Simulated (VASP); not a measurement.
Crystal: Ni.

```xyz
1
Lattice="0.0000 1.7810 1.7810 1.7810 0.0000 1.7810 1.7810 1.7810 0.0000" Properties=species:S:1:pos:R:3 pbc="T T T"
Ni    0.0000    0.0000    0.0000
```

Base run:

* Program: VASP 6.6.1
* Functional: LDA
* Potentials or basis: VASP PAW LDA potentials, release 64 (Ni)
* Cutoff: 520 eV
* k mesh: 15 × 15 × 15
* Occupations: gaussian, width 0.05 eV
* Spin: collinear spin, ferromagnetic start
* Starting moments: [0.73] μB
* Fixed moment: 0.73 μB
* Hubbard terms: Ni d U = 4.2 eV

Its results: pressure -27.9 GPa; site moments Ni +0.76 μB.

Q: The run is repeated on the same cell with these changes: fixed moment from 0.73 μB to 1.94 μB; moments at the start from [0.73] to [1.94]. What comes out?

A: Pressure -8.1 GPa; site moments Ni +1.83 μB.

Caveats: the total moment is fixed, so each spin has its own Fermi level; the U is typed as a test and isn't derived for this compound.
